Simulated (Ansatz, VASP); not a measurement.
# One calculation of C, two programs

```xyz
1
Lattice="-1.1721 1.1721 1.1721 1.1721 -1.1721 1.1721 1.1721 1.1721 -1.1721" Properties=species:S:1:pos:R:3 pbc="T T T"
C     0.0000    0.0000    0.0000
```

Alike in both runs: functional PBEsol; k mesh 18 × 18 × 18; occupations fermi-dirac, width 0.1 eV; no spin polarisation.

Ansatz relaxed the structure, and its values are those at the end. VASP's run is a single point on that final structure, the one shown.

|  | VASP | Ansatz |
| --- | --- | --- |
| version | VASP 6.6.1 | Ansatz 0.2.0 |
| potentials or method | VASP PAW PBE potentials, release 64 (C), cutoff 520 eV | plane waves (420 eV) with PAW, scalar-relativistic |
| valence electrons in the cell | 4 | 4 |

Ansatz gave:

* pressure (GPa): 0.0

What did VASP give for the same quantities?

Pressure (GPa): 0.3.

VASP's potentials were made for PBE, not for PBEsol, and Ansatz warns of the same on its side.
